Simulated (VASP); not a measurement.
# MoS2 (R-3m) in VASP: further runs

Runs on MoS2. Level: PBE. Tasks: single point.

Everything below comes from runs of VASP 6.6.1. Logs are shortened: lines on timing, memory, paths and dates and some standing lists are left out, and cuts for length are marked.

## (1) The cell of the first run

Symmetry: R-3m, No. 166, trigonal system. Conventional cell: a = 3.171 Å, b = 3.171 Å, c = 18.345 Å, α = 90.00°, β = 90.00°, γ = 120.00°. Mo (site symmetry -3m) has 6 S at 2.39 Å and 6 Mo at 3.17 Å within 3.2 Å. S (site symmetry 3m) has 3 Mo at 2.39 Å and 6 S at 3.17 Å within 3.2 Å.

## (2) Single point, PBE

Input file INCAR:

```
SYSTEM = MoS2
ALGO = Normal ; EDIFF = 1E-7
ENCUT = 520 ; GGA = PE
ISIF = 2 ; ISMEAR = -1
LASPH = .TRUE. ; LCHARG = .FALSE.
LREAL = .FALSE. ; LWAVE = .FALSE.
NBANDS = 20 ; NELM = 100
PREC = Accurate ; SIGMA = 0.3
```

Input file KPOINTS:

```
k-points
0
G
  8 8 8
  0 0 0
```

Input file POSCAR:

```
MoS2
1.0
    1.5855000000      0.9153890000      6.1149970000
   -1.5855000000      0.9153890000      6.1149970000
    0.0000000000     -1.8307780000      6.1149970000
Mo S
1 2
Direct
    0.0000000000      0.0000000000      0.0000000000
    0.7500000000      0.7500000000      0.7500000000
    0.2500000000      0.2500000000      0.2500000000
```

Potentials or basis: VASP PAW PBE potentials, release 64 (Mo_sv, S).

Command:

```bash
cat potpaw_PBE.64/Mo_sv/POTCAR potpaw_PBE.64/S/POTCAR > POTCAR
mpirun -np 1 vasp_std > vasp.out
```

OUTCAR:

```text
SYSTEM = MoS2
   EDIFF = 1E-7
   ENCUT = 520
   GGA = PE
   ISIF = 2
   ISMEAR = -1
   LASPH = .TRUE.
   LREAL = .FALSE.
   NELM = 100
   PREC = Accurate

 ion  position               nearest neighbor table
   1  0.000  0.000  0.000-   2 2.39   2 2.39   3 2.39   3 2.39   2 2.39   3 2.39
   2  0.750  0.750  0.750-   1 2.39   1 2.39   1 2.39
   3  0.250  0.250  0.250-   1 2.39   1 2.39   1 2.39

  LATTYP: Found a trigonal (rhomboedric) cell.
 ALAT       =     6.3831759792
 COS(alpha) =     0.8766074458

  Lattice vectors:

 A1 = (   1.5855000000,   0.9153890000,   6.1149970000)
 A2 = (  -1.5855000000,   0.9153890000,   6.1149970000)
 A3 = (   0.0000000000,  -1.8307780000,   6.1149970000)

Analysis of symmetry for initial positions (statically):
=====================================================================
 Subroutine PRICEL returns:
 Original cell was already a primitive cell.

 Routine SETGRP: Setting up the symmetry group for a
 trigonal (rhombohedral) supercell.

 Subroutine GETGRP returns: Found 12 space group operations
 (whereof 12 operations were pure point group operations)
 out of a pool of 12 trial point group operations.

The static configuration has the point symmetry D_3d.

Analysis of symmetry for dynamics (positions and initial velocities):
=====================================================================
 Subroutine PRICEL returns:
 Original cell was already a primitive cell.

 Routine SETGRP: Setting up the symmetry group for a
 trigonal (rhombohedral) supercell.

 Subroutine GETGRP returns: Found 12 space group operations
 (whereof 12 operations were pure point group operations)
 out of a pool of 12 trial point group operations.

The dynamic configuration has the point symmetry D_3d.

 Subroutine INISYM returns: Found 12 space group operations
 (whereof 12 operations are pure point group operations),
 and found     1 'primitive' translations

----------------------------------------------------------------------------------------

                                     Primitive cell

  volume of cell :      53.2500

  direct lattice vectors                    reciprocal lattice vectors
     1.585500000  0.915389000  6.114997000     0.315357931  0.182071957  0.054510793
    -1.585500000  0.915389000  6.114997000    -0.315357931  0.182071957  0.054510793
     0.000000000 -1.830778000  6.114997000     0.000000000 -0.364143914  0.054510793

  length of vectors
     6.383175979  6.383175979  6.383176043     0.368201370  0.368201370  0.368201326

  position of ions in fractional coordinates (direct lattice)
     0.000000000  0.000000000  0.000000000
     0.750000000  0.750000000  0.750000000
     0.250000000  0.250000000  0.250000000

  ion indices of the primitive-cell ions
   primitive index   ion index
                 1           1
                 2           2
                 3           3

----------------------------------------------------------------------------------------

 KPOINTS: k-points

Automatic generation of k-mesh.
 Grid dimensions read from file:
 generate k-points for:    8    8    8

 Generating k-lattice:

  Cartesian coordinates                     Fractional coordinates (reciprocal lattice)
     0.039419741  0.022758995  0.006813849     0.125000000  0.000000000  0.000000000
    -0.039419741  0.022758995  0.006813849     0.000000000  0.125000000  0.000000000
     0.000000000 -0.045517989  0.006813849     0.000000000  0.000000000  0.125000000

  Length of vectors
     0.046025171  0.046025171  0.046025166

  Shift w.r.t. Gamma in fractional coordinates (k-lattice)
     0.000000000  0.000000000  0.000000000

 Subroutine IBZKPT returns following result:
 ===========================================

 Found     65 irreducible k-points:

 Following reciprocal coordinates:
            Coordinates               Weight
  0.000000  0.000000  0.000000      1.000000
  0.125000  0.000000  0.000000      6.000000
  0.250000  0.000000  0.000000      6.000000
  0.375000  0.000000  0.000000      6.000000
  0.500000  0.000000  0.000000      3.000000
  0.125000  0.125000  0.000000      6.000000
[... 16 lines left out ...]
  0.250000  0.125000  0.125000      6.000000
  0.375000  0.125000  0.125000      6.000000
 [... further k-points ...]
   k-points           NKPTS =     65   k-points in BZ     NKDIM =     65   number of bands    NBANDS=     20
   number of dos      NEDOS =    301   number of ions     NIONS =      3
   total plane-waves  NPLWV = 110592
   dimension x,y,z NGX =    48 NGY =   48 NGZ =   48
   dimension x,y,z NGXF=    96 NGYF=   96 NGZF=   96
   ions per type =               1   2
   NGX,Y,Z   is equivalent  to a cutoff of  12.50, 12.50, 12.50 a.u.
   NGXF,Y,Z  is equivalent  to a cutoff of  25.00, 25.00, 25.00 a.u.
 SYSTEM =  MoS2
   PREC   = accura    normal or accurate (medium, high low for compatibility)
   ISTART =      0    job   : 0-new  1-cont  2-samecut
   ICHARG =      2    charge: 1-file 2-atom 10-const
   ISPIN  =      1    spin polarized calculation?
   LNONCOLLINEAR =      F non collinear calculations
   LSORBIT =      F    spin-orbit coupling
   LASPH  =      T    aspherical Exc in radial PAW
   ENCUT  =  520.0 eV  38.22 Ry    6.18 a.u.  11.87 11.87 11.87*2*pi/ulx,y,z
   NELM   =    100;   NELMIN=  2; NELMDL= -5     # of ELM steps
   EDIFF  = 0.1E-06   stopping-criterion for ELM
   LREAL  =      F    real-space projection
   EDIFFG = 0.1E-05   stopping-criterion for IOM
   NSW    =      0    number of steps for IOM
   IBRION =     -1    ionic relax: 0-MD 1-quasi-New 2-CG
   NFREE  =      0    steps in history (QN), initial steepest desc. (CG)
   ISIF   =      2    stress and relaxation
   ISYM   =      2    0-nonsym 1-usesym 2-fastsym
   POTIM  = 0.5000    time-step for ionic-motion
   TEBEG  =    0.0;   TEEND  =   0.0 temperature during run
   PSTRESS=    0.0 pullay stress
   NELECT =      26.0000    total number of electrons
   NUPDOWN=      -1.0000    fix difference up-down
   EMIN   =  10.00;   EMAX   =-10.00  energy-range for DOS
   EFERMI =   0.00;   METHOD = LEGACY
   ISMEAR =    -1;   SIGMA  =   0.30  broadening in eV -4-tet -1-fermi 0-gaus
   EFERMI_NEDOS =   21; number of points for ismear=-14 and -15
   IALGO  =     38    algorithm
   IMIX   =      4    mixing-type and parameters
     AMIX     =   0.40;   BMIX     =  1.00
     AMIX_MAG =   1.60;   BMIX_MAG =  1.00
  volume/ion in A,a.u.               =      17.75       119.78
  Fermi-wavevector in a.u.,A,eV,Ry     =   1.289118  2.436081 22.610518  1.661826
  Thomas-Fermi vector in A             =   2.421031
   LORBIT       =      0    0 simple, 1 ext, 2 COOP (PROOUT), +10 PAW based schemes
   GGA     = PE    functional components
   LHFCALC =     F    Hartree Fock is set to
   AEXX    =    0.0000 exact exchange contribution
   IVDW    =     0    specifies the selected vdW correction
   LEPSILON=     F    determine dielectric tensor
   LRPA    =     F    only Hartree local field effects (RPA)
 non-spin polarized calculation
  energy-cutoff  :      520.00
  volume of cell :       53.25
 maximum number of plane-waves:      1447
   NGX = 23   NGY = 23   NGZ = 23

 number of electron      25.9999998 magnetization

 Free energy of the ion-electron system (eV)
  ---------------------------------------------------
  ext. energy  EPLUGINS =         0.00000000
  ---------------------------------------------------
  free energy    TOTEN  =       -21.14057295 eV

  energy without entropy =      -20.69745674  energy(sigma->0) =      -20.91901484

 E-fermi :   7.6589     XC(G=0): -10.8248

 val. band max:        7.6557209328   @ k =  -0.2500   0.2500   0.0000
 cond. band min:       7.6799808687   @ k =  -0.1250   0.3750   0.1250
 fundamental gap:      0.0242599359
 Fermi energy:         7.6588784893

 k-point     1 :       0.0000    0.0000    0.0000
  band No.  band energies     occupation
      1     -53.9748      2.00000
      2     -28.0752      2.00000
      3     -27.9613      2.00000
      4     -27.9613      2.00000
      5      -7.3995      2.00000
      6      -5.7671      2.00000
[... 12 lines left out ...]
     19      14.5526      0.00000
     20      17.3548      0.00000

 k-point     2 :       0.1250    0.0000    0.0000
  band No.  band energies     occupation
      1     -53.9689      2.00000
      2     -28.0634      2.00000
      3     -28.0206      2.00000
      4     -27.9748      2.00000
      5      -7.1456      2.00000
      6      -5.7255      2.00000
[... 12 lines left out ...]
     19      15.3135      0.00000
     20      16.7861      0.00000

 k-point     3 :       0.2500    0.0000    0.0000
  band No.  band energies     occupation
      1     -53.9546      2.00000
      2     -28.1619      2.00000
      3     -28.0344      2.00000
      4     -28.0072      2.00000
      5      -6.4854      2.00000
      6      -5.5903      2.00000
[... 12 lines left out ...]
     19      15.7734      0.00000
     20      16.9774      0.00000

 k-point     4 :       0.3750    0.0000    0.0000
  band No.  band energies     occupation
      1     -53.9404      2.00000
      2     -28.2999      2.00000
      3     -28.0393      2.00000
      4     -28.0055      2.00000
      5      -5.8882      2.00000
      6      -5.1989      2.00000
[... 12 lines left out ...]
     19      15.1403      0.00000
     20      15.8700      0.00000

 k-point     5 :       0.5000    0.0000    0.0000
  band No.  band energies     occupation
      1     -53.9344      2.00000
      2     -28.3562      2.00000
      3     -28.0526      2.00000
      4     -27.9935      2.00000
      5      -5.7581      2.00000
      6      -4.8080      2.00000
[... 12 lines left out ...]
     19      14.7700      0.00000
     20      15.1440      0.00000
[... 353 lines left out ...]
      6      -4.9188      2.00000
[... 12 lines left out ...]
     19      13.7414      0.00000
     20      15.4471      0.00000

 k-point    22 :       0.1250    0.1250    0.1250
  band No.  band energies     occupation
      1     -53.9747      2.00000
      2     -28.0752      2.00000
      3     -27.9613      2.00000
      4     -27.9613      2.00000
      5      -7.3697      2.00000
      6      -5.8215      2.00000
[... 12 lines left out ...]
     19      14.7691      0.00000
     20      17.3888      0.00000

 k-point    23 :       0.2500    0.1250    0.1250
  band No.  band energies     occupation
      1     -53.9689      2.00000
      2     -28.0634      2.00000
      3     -28.0206      2.00000
      4     -27.9748      2.00000
      5      -7.0996      2.00000
      6      -5.8010      2.00000
[... 12 lines left out ...]
     19      15.7012      0.00000
     20      16.7893      0.00000

 k-point    24 :       0.3750    0.1250    0.1250
  band No.  band energies     occupation
      1     -53.9546      2.00000
      2     -28.1619      2.00000
      3     -28.0344      2.00000
      4     -28.0072      2.00000
      5      -6.4452      2.00000
      6      -5.6406      2.00000
[... 12 lines left out ...]
     19      16.0318      0.00000
     20      16.9601      0.00000

 [... further k-points ...]
[... 5 lines left out ...]
  --------------------------------------------------------------------------------------
  -------------------------------------------------------------------------------------
  Total        2.5934163      2.5934172      3.6304192      0.0000000      0.0000000      0.0000000
  in kB       78.0303203     78.0303455    109.2315076      0.0000000      0.0000000      0.0000000
  external PRESSURE =      88.4307245 kB  Pullay stress =       0.0000000 kB

 VOLUME and BASIS-vectors are now :
 -----------------------------------------------------------------------------
  energy-cutoff  :      520.00
  volume of cell :       53.25
      direct lattice vectors                 reciprocal lattice vectors
     1.585500000  0.915389000  6.114997000     0.315357931  0.182071957  0.054510793
    -1.585500000  0.915389000  6.114997000    -0.315357931  0.182071957  0.054510793
     0.000000000 -1.830778000  6.114997000     0.000000000 -0.364143914  0.054510793

 POSITION                                       TOTAL-FORCE (eV/Angst)
 -----------------------------------------------------------------------------------
      0.00000      0.00000      0.00000         0.000000     -0.000000      0.000000
      0.00000      0.00000     13.75874         0.000000      0.000000      1.003706
      0.00000      0.00000      4.58625         0.000000     -0.000000     -1.003706
 -----------------------------------------------------------------------------------
    total drift:                               -0.000000     -0.000000      0.000000

  FREE ENERGIE OF THE ION-ELECTRON SYSTEM (eV)
  ---------------------------------------------------
  free  energy   TOTEN  =       -21.1405729463 eV

  energy  without entropy=      -20.6974567409  energy(sigma->0) =      -20.91901484
```

Wall time 3.4 min (1 thread of Intel Xeon Platinum 8375C at 2.90GHz (Ice Lake), shared host); peak memory 0.33 GiB.

Results:

```
Free energy            : -21.1406 eV
Pressure               : 8.8 GPa
Largest force          : 1.004 eV/Å
Band gap on the k mesh : zero (band 13 reaches 7.84 eV, above the bottom of band 14 at 7.42 eV)
```

Forces on the atoms (eV/Å):
```
Mo   0.000  0.000  0.000
S    0.000  0.000  1.004
S    0.000  0.000 -1.004
```

Caveat: forces of over 1 eV/Å act on the atoms, so gaps and moduli don't describe the material at rest.

## (3) Single point, PBE

Input file INCAR:

```
PREC     = Accurate       # precision mode
ENCUT    = 520            # plane-wave cutoff, eV
EDIFF    = 1E-7           # SCF threshold, eV
ISMEAR   = -1             # smearing method
SIGMA    = 0.2            # smearing width, eV
LREAL    = False          # projectors in reciprocal space
LASPH    = True           # aspherical terms in the spheres
NELM     = 60             # most SCF steps
ALGO     = Normal         # electronic algorithm
ISIF     = 2              # what is computed and relaxed
LWAVE    = False          # write WAVECAR
LCHARG   = True           # write CHGCAR
GGA      = PE             # functional
LELF     = True           # ELF
LVHAR    = True         
NBANDS   = 20             # bands
```

Input file KPOINTS:

```
Automatic mesh
0
Gamma
  8 8 8
```

POSCAR is that of step 2.

Potentials or basis: VASP PAW PBE potentials, release 64 (Mo_sv, S).

Command:

```bash
cat potpaw_PBE.64/Mo_sv/POTCAR potpaw_PBE.64/S/POTCAR > POTCAR
mpirun -np 1 vasp_std > vasp.out
```

Run time: 3.2 min. Hardware: 1 thread of Intel Xeon Platinum 8375C at 2.90GHz (Ice Lake), shared host; peak memory 0.33 GiB.

It converged, with:

* Free energy: -21.0205 eV
* Pressure: 8.3 GPa
* Largest force: 0.990 eV/Å
* Band gap on the k mesh: zero (band 13 reaches 7.83 eV, above the bottom of band 14 at 7.42 eV)

Forces on the atoms (eV/Å):
```
Mo   0.000  0.000  0.000
S    0.000  0.000  0.990
S    0.000  0.000 -0.990
```

Stress tensor (GPa, compression positive):
```
 7.07  0.00  0.00
 0.00  7.07  0.00
 0.00  0.00 10.71
```

Levels at points of the mesh, in eV from the Fermi level:
```csv
k point,band 11,band 12,band 13,band 14,band 15,band 16
"(0.00, 0.00, 0.00)",-1.15,-0.95,-0.95,-0.18,-0.18,3.46
"(0.50, 0.00, 0.00)",-2.79,-1.86,-1.53,1.13,2.04,3.49
"(0.50, 0.50, 0.00)",-2.81,-2.17,-1.74,1.14,1.83,3.93
"(0.50, 0.50, 0.50)",-0.94,-0.94,-0.28,-0.28,0.02,3.58
```
